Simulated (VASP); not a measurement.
WC:

```
W C
1.0
     2.90600    0.00000    0.00000
    -1.45300    2.51667    0.00000
     0.00000    0.00000    2.83700
W C
1 1
Direct
  0.00000 0.00000 0.00000
  0.33333 0.66667 0.50000
```

| Property | Result |
| --- | --- |
| Program | VASP 6.6.1 |
| Task | relaxation of cell and atoms |
| Functional | LDA |
| Potentials or basis | VASP PAW LDA potentials, release 64 (W_sv, C) |
| Cutoff | 600 eV |
| k mesh | 18 × 18 × 18 |
| Occupations | gaussian, width 0.1 eV |
| Spin | no spin polarisation |

At the start: pressure -7.4 GPa; volume 10.37 Å³/atom.

Task: Where does the relaxation end?

Result: Over 11 steps the energy falls by 4.4 meV/atom and the volume is 10.19 Å³/atom (-1.8 %); space group P-6m2 (No. 187, to 0.1 Å) before and after.

Step by step:
```
step  energy change (eV)  largest force (eV/Å)  pressure (GPa)  volume (Å³)
   1              0.0000                0.0000           -7.40        20.75
   2              0.0697                0.0000           24.90        19.34
   3             -0.0088                0.0000           -0.20        20.39
   4             -0.0088                0.0000           -0.04        20.38
   5             -0.0088                0.0000            0.11        20.37
   6             -0.0087                0.0000           -0.31        20.39
   7             -0.0088                0.0000           -0.06        20.38
   8             -0.0088                0.0000           -0.06        20.38
   9             -0.0088                0.0000           -0.05        20.38
  10             -0.0088                0.0000            0.07        20.37
  11             -0.0088                0.0000            0.02        20.38
```

Final structure:
```
W C
1.0
     2.88956    0.00000    0.00000
    -1.44478    2.50243    0.00000
     0.00000    0.00000    2.81799
W C
1 1
Direct
  0.00000 0.00000 0.00000
  0.33333 0.66667 0.50000
```
